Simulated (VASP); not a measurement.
# BaBr (P4/mmm) in VASP: relaxation of cell and atoms with PBE

Aim: the relaxation of cell and atoms of BaBr with PBE.

All numbers are computed with VASP 6.6.1; they aren't measurements. Logs are shortened: lines on timing, memory, paths and dates and some standing lists are left out, and cuts for length are marked.

### 1 The cell of the first run

Symmetry: P4/mmm, No. 123, tetragonal system. The conventional cell has a = 3.745 Å, b = 3.745 Å, c = 5.116 Å, α = 90.00°, β = 90.00°, γ = 90.00°. Within 4.8 Å of Ba (site symmetry 4/mmm) lie 8 Br at 3.68 Å and 4 Ba at 3.75 Å. Br (site symmetry 4/mmm) has 8 Ba at 3.68 Å and 4 Br at 3.75 Å within 4.8 Å.

The cell was generated, and may not be a known phase.

### 2 Relaxation of cell and atoms, PBE

The input, INCAR:

```
SYSTEM = BaBr
ALGO = Normal ; EDIFF = 1E-7
EDIFFG = -0.01 ; ENCUT = 600
GGA = PE ; IBRION = 2
ISIF = 3 ; ISMEAR = 0
LASPH = .TRUE. ; LCHARG = .FALSE.
LREAL = .FALSE. ; LWAVE = .FALSE.
NELM = 100 ; NSW = 100
PREC = Accurate ; SIGMA = 0.1
```

The input, KPOINTS:

```
k-points
0
G
  14 14 12
  0 0 0
```

The input, POSCAR:

```
BaBr
1.0
    3.7454190100      0.0000000000      0.0000000000
    0.0000000000      3.7454190100      0.0000000000
    0.0000000000      0.0000000000      5.1158284500
Ba Br
1 1
Direct
    0.0000000000      0.0000000000      0.0000000000
    0.5000000000      0.5000000000      0.5000000000
```

Potentials or basis: VASP PAW PBE potentials, release 64 (Ba_sv, Br).

On the command line:

```
$ cat potpaw_PBE.64/Ba_sv/POTCAR potpaw_PBE.64/Br/POTCAR > POTCAR
$ mpirun -np 1 vasp_std > vasp.out
```

OUTCAR:

```text
SYSTEM = BaBr
   EDIFF = 1E-7
   EDIFFG = -0.01
   ENCUT = 600
   GGA = PE
   IBRION = 2
   ISIF = 3
   ISMEAR = 0
   LASPH = .TRUE.
   LREAL = .FALSE.
   NELM = 100
   NSW = 100
   PREC = Accurate

 ion  position               nearest neighbor table
   1  0.000  0.000  0.000-   2 3.68   2 3.68   2 3.68   2 3.68   2 3.68   2 3.68   2 3.68   2 3.68

   2  0.500  0.500  0.500-   1 3.68   1 3.68   1 3.68   1 3.68   1 3.68   1 3.68   1 3.68   1 3.68

  LATTYP: Found a simple tetragonal cell.
 ALAT       =     3.7454190100
 C/A-ratio  =     1.3658894870

  Lattice vectors:

 A1 = (   3.7454190100,   0.0000000000,   0.0000000000)
 A2 = (   0.0000000000,   3.7454190100,   0.0000000000)
 A3 = (   0.0000000000,   0.0000000000,   5.1158284500)

Analysis of symmetry for initial positions (statically):
=====================================================================
 Subroutine PRICEL returns:
 Original cell was already a primitive cell.

 Routine SETGRP: Setting up the symmetry group for a
 simple tetragonal supercell.

 Subroutine GETGRP returns: Found 16 space group operations
 (whereof 16 operations were pure point group operations)
 out of a pool of 16 trial point group operations.

The static configuration has the point symmetry D_4h.

Analysis of symmetry for dynamics (positions and initial velocities):
=====================================================================
 Subroutine PRICEL returns:
 Original cell was already a primitive cell.

 Routine SETGRP: Setting up the symmetry group for a
 simple tetragonal supercell.

 Subroutine GETGRP returns: Found 16 space group operations
 (whereof 16 operations were pure point group operations)
 out of a pool of 16 trial point group operations.

The dynamic configuration has the point symmetry D_4h.

 Subroutine INISYM returns: Found 16 space group operations
 (whereof 16 operations are pure point group operations),
 and found     1 'primitive' translations

----------------------------------------------------------------------------------------

                                     Primitive cell

  volume of cell :      71.7657

  direct lattice vectors                    reciprocal lattice vectors
     3.745419010  0.000000000  0.000000000     0.266992824  0.000000000  0.000000000
     0.000000000  3.745419010  0.000000000     0.000000000  0.266992824  0.000000000
     0.000000000  0.000000000  5.115828450     0.000000000  0.000000000  0.195471762

  length of vectors
     3.745419010  3.745419010  5.115828450     0.266992824  0.266992824  0.195471762

  position of ions in fractional coordinates (direct lattice)
     0.000000000  0.000000000  0.000000000
     0.500000000  0.500000000  0.500000000

  ion indices of the primitive-cell ions
   primitive index   ion index
                 1           1
                 2           2

----------------------------------------------------------------------------------------

 KPOINTS: k-points

Automatic generation of k-mesh.
 Grid dimensions read from file:
 generate k-points for:   14   14   12

 Generating k-lattice:

  Cartesian coordinates                     Fractional coordinates (reciprocal lattice)
     0.019070916  0.000000000  0.000000000     0.071428571  0.000000000  0.000000000
     0.000000000  0.019070916  0.000000000     0.000000000  0.071428571  0.000000000
     0.000000000  0.000000000  0.016289313     0.000000000  0.000000000  0.083333333

  Length of vectors
     0.019070916  0.019070916  0.016289313

  Shift w.r.t. Gamma in fractional coordinates (k-lattice)
     0.000000000  0.000000000  0.000000000

 Subroutine IBZKPT returns following result:
 ===========================================

 Found    252 irreducible k-points:

 Following reciprocal coordinates:
            Coordinates               Weight
  0.000000  0.000000  0.000000      1.000000
  0.071429  0.000000  0.000000      4.000000
  0.142857  0.000000  0.000000      4.000000
  0.214286  0.000000  0.000000      4.000000
  0.285714  0.000000  0.000000      4.000000
  0.357143  0.000000  0.000000      4.000000
[... 16 lines left out ...]
  0.285714  0.214286  0.000000      8.000000
  0.357143  0.214286  0.000000      8.000000
 [... further k-points ...]
   k-points           NKPTS =    252   k-points in BZ     NKDIM =    252   number of bands    NBANDS=     12
   number of dos      NEDOS =    301   number of ions     NIONS =      2
   total plane-waves  NPLWV =  37800
   dimension x,y,z NGX =    30 NGY =   30 NGZ =   42
   dimension x,y,z NGXF=    60 NGYF=   60 NGZF=   84
   ions per type =               1   1
   NGX,Y,Z   is equivalent  to a cutoff of  13.32, 13.32, 13.65 a.u.
   NGXF,Y,Z  is equivalent  to a cutoff of  26.63, 26.63, 27.30 a.u.
 SYSTEM =  BaBr
   PREC   = accura    normal or accurate (medium, high low for compatibility)
   ISTART =      0    job   : 0-new  1-cont  2-samecut
   ICHARG =      2    charge: 1-file 2-atom 10-const
   ISPIN  =      1    spin polarized calculation?
   LNONCOLLINEAR =      F non collinear calculations
   LSORBIT =      F    spin-orbit coupling
   LASPH  =      T    aspherical Exc in radial PAW
   ENCUT  =  600.0 eV  44.10 Ry    6.64 a.u.   7.48  7.48 10.22*2*pi/ulx,y,z
   NELM   =    100;   NELMIN=  2; NELMDL= -5     # of ELM steps
   EDIFF  = 0.1E-06   stopping-criterion for ELM
   LREAL  =      F    real-space projection
   EDIFFG = -.1E-01   stopping-criterion for IOM
   NSW    =    100    number of steps for IOM
   IBRION =      2    ionic relax: 0-MD 1-quasi-New 2-CG
   NFREE  =      1    steps in history (QN), initial steepest desc. (CG)
   ISIF   =      3    stress and relaxation
   ISYM   =      2    0-nonsym 1-usesym 2-fastsym
   POTIM  = 0.5000    time-step for ionic-motion
   TEBEG  =    0.0;   TEEND  =   0.0 temperature during run
   PSTRESS=    0.0 pullay stress
   NELECT =      17.0000    total number of electrons
   NUPDOWN=      -1.0000    fix difference up-down
   EMIN   =  10.00;   EMAX   =-10.00  energy-range for DOS
   EFERMI =   0.00;   METHOD = LEGACY
   ISMEAR =     0;   SIGMA  =   0.10  broadening in eV -4-tet -1-fermi 0-gaus
   EFERMI_NEDOS =   21; number of points for ismear=-14 and -15
   IALGO  =     38    algorithm
   IMIX   =      4    mixing-type and parameters
     AMIX     =   0.40;   BMIX     =  1.00
     AMIX_MAG =   1.60;   BMIX_MAG =  1.00
  volume/ion in A,a.u.               =      35.88       242.15
  Fermi-wavevector in a.u.,A,eV,Ry     =   1.012944  1.914187 13.960340  1.026056
  Thomas-Fermi vector in A             =   2.146084
   LORBIT       =      0    0 simple, 1 ext, 2 COOP (PROOUT), +10 PAW based schemes
   GGA     = PE    functional components
   LHFCALC =     F    Hartree Fock is set to
   AEXX    =    0.0000 exact exchange contribution
   IVDW    =     0    specifies the selected vdW correction
   LEPSILON=     F    determine dielectric tensor
   LRPA    =     F    only Hartree local field effects (RPA)
 conjugate gradient relaxation of ions
 non-spin polarized calculation
 Gauss-broadening in eV      SIGMA  =   0.10
  energy-cutoff  :      600.00
  volume of cell :       71.77
 maximum number of plane-waves:      2433
 NGX is ok and might be reduce to    30
   NGX = 15   NGY = 15   NGZ = 21

--------------------------------------- Ionic step        1  -------------------------------------------

 number of electron      16.9999998 magnetization

 Free energy of the ion-electron system (eV)
  ---------------------------------------------------
  ext. energy  EPLUGINS =         0.00000000
  ---------------------------------------------------
  free energy    TOTEN  =        -6.13928281 eV

  energy without entropy =       -6.13057614  energy(sigma->0) =       -6.13492948

------------------------ aborting loop because EDIFF is reached ----------------------------------------

  FORCE on cell =-STRESS in cart. coord.  units (eV):
  Direction    XX          YY          ZZ          XY          YZ          ZX
  --------------------------------------------------------------------------------------
  -------------------------------------------------------------------------------------
  Total        0.9854140      0.9854140     -1.6340249      0.0000000     -0.0000000      0.0000000
  in kB       21.9994855     21.9994855    -36.4798000      0.0000000     -0.0000000      0.0000000
  external PRESSURE =       2.5063903 kB  Pullay stress =       0.0000000 kB
[... 201 lines left out ...]
  energy  without entropy=       -6.3105422952  energy(sigma->0) =       -6.31711765

--------------------------------------- Ionic step        7  -------------------------------------------

 number of electron      17.0000000 magnetization

 Free energy of the ion-electron system (eV)
  ---------------------------------------------------
  ext. energy  EPLUGINS =         0.00000000
  ---------------------------------------------------
  free energy    TOTEN  =        -6.32388869 eV

  energy without entropy =       -6.31079469  energy(sigma->0) =       -6.31734169

 E-fermi :   4.9004     XC(G=0):  -8.8968

 val. band max:        4.8969765667   @ k =   0.3571   0.0714   0.1667
 cond. band min:       4.9011211287   @ k =   0.5000   0.2857   0.0833
 fundamental gap:      0.0041445620
 Fermi energy:         4.9003746614

 k-point     1 :       0.0000    0.0000    0.0000
  band No.  band energies     occupation
      1     -24.5456      2.00000
      2     -12.7041      2.00000
      3      -9.5701      2.00000
      4      -9.5460      2.00000
      5      -9.5460      2.00000
      6      -0.1621      2.00000
      7      -0.1350      2.00000
      8      -0.1350      2.00000
      9       3.8237      2.00000
     10       3.8403      2.00000
     11       4.0802      2.00000
     12       8.2896      0.00000
[... 331 lines left out ...]
 k-point    24 :       0.3571    0.2143    0.0000
  band No.  band energies     occupation
      1     -24.4880      2.00000
      2     -12.7164      2.00000
      3      -9.8581      2.00000
      4      -9.6608      2.00000
      5      -9.4769      2.00000
      6      -1.4148      2.00000
      7      -0.6566      2.00000
      8      -0.2835      2.00000
      9       4.8756      1.27422
     10       5.8215      0.00000
     11       6.7390      0.00000
     12       7.1450      0.00000

 [... further k-points ...]
[... 5 lines left out ...]
  --------------------------------------------------------------------------------------
  -------------------------------------------------------------------------------------
  Total        0.0051210      0.0051210     -0.0087526      0.0000000      0.0000000      0.0000000
  in kB        0.1208926      0.1208926     -0.2066266      0.0000000      0.0000000      0.0000000
  external PRESSURE =       0.0117196 kB  Pullay stress =       0.0000000 kB
[... 17 lines left out ...]
  FREE ENERGIE OF THE ION-ELECTRON SYSTEM (eV)
  ---------------------------------------------------
  free  energy   TOTEN  =        -6.3238886943 eV

  energy  without entropy=       -6.3107946860  energy(sigma->0) =       -6.31734169

 reached required accuracy - stopping structural energy minimisation
```

It took 8 min on 1 thread of Intel Xeon 6975P-C (Granite Rapids), shared host; peak memory 0.46 GiB.

What came out:

| Property | Result |
| --- | --- |
| Free energy | -6.3239 eV |
| Relaxed volume | 33.93 Å³/atom |
| Relaxed cell | a = 4.070 Å, b = 4.070 Å, c = 4.097 Å, α = 90.00°, β = 90.00°, γ = 90.00° |
| Space group after relaxing (to 0.1 Å) | Pm-3m (No. 221) |
| Energy gained by relaxing | 92.3 meV/atom |
| Ionic steps | 7 |
| Pressure after relaxing | 0.0 GPa |
| Band gap on the k mesh | zero (an odd number of electrons rules out a gap without spin polarisation) |

Step by step:
```csv
step,energy change (eV),largest force (eV/Å),pressure (GPa),volume (Å³)
1,0.0000,0.0000,0.25,71.77
2,-0.0868,0.0000,-0.15,72.25
3,-0.1410,0.0000,-0.65,72.59
4,-0.1687,0.0000,-1.09,72.19
5,-0.1672,0.0000,-1.11,72.42
6,-0.1844,0.0000,-0.12,68.30
7,-0.1846,0.0000,0.00,67.87
```

Final structure:
```
Ba Br
1.0
     4.07012    0.00000    0.00000
     0.00000    4.07012    0.00000
     0.00000    0.00000    4.09683
Ba Br
1 1
Direct
  0.00000 0.00000 0.00000
  0.50000 0.50000 0.50000
```

Caveat: a cell axis changed by over 15 % at a fixed basis, so the end point is rough; spin-orbit coupling is left out, which moves the levels of the heavy elements; an odd number of electrons without spin polarisation forces a metal; a magnetic or distorted state may lie lower.
